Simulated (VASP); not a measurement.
Crystal: IrO2.

```
Ir O
1.0
     4.52882    0.00000    0.00000
     0.00000    4.52882    0.00000
     0.00000    0.00000    3.17984
Ir O
2 4
Cartesian
  0.0000 0.0000 0.0000
  2.2644 2.2644 1.5899
  1.3968 1.3968 0.0000
  0.8677 3.6612 1.5899
  3.1321 3.1321 0.0000
  3.6612 0.8677 1.5899
```

```yaml
Program: VASP 6.6.1
Task: relaxation of cell and atoms
Functional: LDA
Potentials_or_basis: VASP PAW LDA potentials, release 64 (Ir, O)
Cutoff: 600 eV
k_mesh: 8 × 8 × 12
Occupations: gaussian, width 0.1 eV
Spin: no spin polarisation
```

At the start: pressure -13.0 GPa; volume 10.87 Å³/atom.

How do energy, volume and symmetry change on relaxing?

Over 12 steps the energy falls by 20.2 meV/atom and the volume is 10.39 Å³/atom (-4.5 %); space group P4_2/mnm (No. 136, to 0.1 Å) before and after.

The path:
```
step  energy change (eV)  largest force (eV/Å)  pressure (GPa)  volume (Å³)
   1              0.0000                0.0824          -13.00        65.22
   2              0.4333                0.5330           35.78        57.24
   3             -0.1166                0.0635           -0.59        62.56
   4             -0.1167                0.0681           -0.20        62.49
   5             -0.1167                0.0716            0.08        62.43
   6             -0.1186                0.2130            0.44        62.21
   7             -0.1202                0.0976            0.28        62.30
   8             -0.1212                0.0262           -0.40        62.41
   9             -0.1212                0.0240           -0.43        62.41
  10             -0.1211                0.0419            0.42        62.24
  11             -0.1213                0.0065           -0.03        62.33
  12             -0.1213                0.0047            0.03        62.32
```

Final structure:
```
CELL_PARAMETERS angstrom
4.44914 0.00000 0.00000
0.00000 4.44914 0.00000
0.00000 0.00000 3.14809
ATOMIC_POSITIONS crystal
Ir 0.00000 0.00000 0.00000
Ir 0.50000 0.50000 0.50000
O 0.30903 0.30903 0.00000
O 0.19097 0.80903 0.50000
O 0.69097 0.69097 0.00000
O 0.80903 0.19097 0.50000
```
